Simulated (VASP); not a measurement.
A run of VASP 6.6.1 is set up as follows.

The input INCAR:

```
  ALGO = Normal
  EDIFF = 1E-6
  ENCUT = 520
  GGA = PE
  ISIF = 2
  ISMEAR = -1
  LASPH = T
  LCHARG = F
  LREAL = F
  LWAVE = F
  NBANDS = 16
  NELM = 100
  PREC = Accurate
  SIGMA = 0.05
```

Contents of KPOINTS:

```
k-points
0
Gamma
  13 13 7
```

The input POSCAR:

```
AlN
1.0
    3.0112858846      0.0000000000      0.0000000000
   -1.5056429423      2.6078500741      0.0000000000
    0.0000000000      0.0000000000      4.7714770989
Al N
2 2
Direct
    0.3333333333      0.6666666667     -0.0045189305
    0.6666666667      0.3333333333      0.4954810695
    0.3333333333      0.6666666667      0.3805189305
    0.6666666667      0.3333333333      0.8805189305
```

Potentials or basis: VASP PAW PBE potentials, release 64 (Al, N).

Command:

```sh
$ cat potpaw_PBE.64/Al/POTCAR potpaw_PBE.64/N/POTCAR > POTCAR
$ mpirun -np 1 vasp_std > vasp.out
```

(1) Estimate the pressure.

(2) What does it give for the band gap on the k mesh?

## Answers

(1) 31.3 GPa.

(2) 5.11 eV, direct.
